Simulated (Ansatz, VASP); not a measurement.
# One calculation of C, two programs

```
C
1.0
     2.45892    0.00000    0.00000
    -1.22946    2.12949    0.00000
     0.00000    0.00000   33.65772
C
8
Direct
  0.66667 0.33333 0.22283
  0.33333 0.66667 0.22284
  0.66667 0.33333 0.44634
  0.33333 0.66667 0.44635
  0.33333 0.66667 0.55365
  0.00000 0.00000 0.55366
  0.00000 0.00000 0.77717
  0.33333 0.66667 0.77716
```

Alike in both runs: functional PBEsol; k mesh 15 × 15 × 1; occupations gaussian, width 0.1 eV; no spin polarisation.

Ansatz relaxed the structure, and its values are those at the end. VASP's run is a single point on that final structure, the one shown.

|  | VASP | Ansatz |
| --- | --- | --- |
| version | VASP 6.6.1 | Ansatz 0.2.0 |
| potentials or method | VASP PAW PBE potentials, release 64 (C), cutoff 520 eV | scalar-relativistic, plane waves, PAW |
| valence electrons in the cell | 32 | 32 |

|  | VASP | Ansatz | Ansatz less VASP |
| --- | --- | --- | --- |
| gap on the k mesh at the Fermi level (eV) | none | none | - |
| work function, face that differs most (eV) | 4.31 | 4.31 | +0.001 |

VASP's potentials were made for PBE, not for PBEsol. A gap of «none» marks a metal or a gap that the smearing closes. Ansatz's warnings: xc potential rough in thin density.
